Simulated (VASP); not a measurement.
Runs of VASP 6.6.1 on Tl2Ga. The structure is that of space group P6/mmm (No. 191), or close to it. The cells are those of the table. 

```tsv
task	cell	k mesh	cutoff (eV)	gap on the mesh (eV)	pressure (GPa)	relaxed volume (Å³/atom)
relaxation of cell and atoms	relaxed from a = 5.666, b = 5.666, c = 3.105 Å, angles 90.0, 90.0, 120.0°, 3 atoms	6 × 6 × 6	600	none	-0.2	(b)
single point	a = 5.567, b = 5.567, c = 3.180 Å, angles 90.0, 90.0, 120.0°, 3 atoms	12 × 12 × 14	520	none	0.0	-
relaxation of cell and atoms	relaxed from a = 4.235, b = 4.235, c = 4.573 Å, angles 90.0, 90.0, 120.0°, 3 atoms	6 × 6 × 4	600	none	0.1	28.48
single point	a = 5.666, b = 5.666, c = 3.105 Å, angles 90.0, 90.0, 120.0°, 3 atoms	6 × 6 × 4	520	none	(a)	-
single point	a = 5.496, b = 5.496, c = 3.224 Å, angles 90.0, 90.0, 120.0°, 3 atoms	6 × 6 × 6	520	none	0.1	-
single point	a = 4.235, b = 4.235, c = 4.573 Å, angles 90.0, 90.0, 120.0°, 3 atoms	6 × 6 × 4	520	none	30.3	-
```

Alike in all rows: level PBE; potentials or basis VASP PAW PBE potentials, release 64 (Tl_d, Ga_d); no spin polarisation; smearing gaussian 0.1 eV.

**Question.** Fill in the values left out.

**Answer.** (a) -0.1; (b) 28.42.

Caveats: some runs use coarse meshes; spin-orbit coupling is left out, which moves the levels of the heavy elements; the volume moved by over 15 % at a fixed basis, so the end points are rough (at least some runs); the cell stands under pressure (at least some runs).

A k mesh can miss the band edges, and the runs leave out spin-orbit coupling on Ga, Tl.

A gap of «none» marks levels without a gap at the run's occupations.
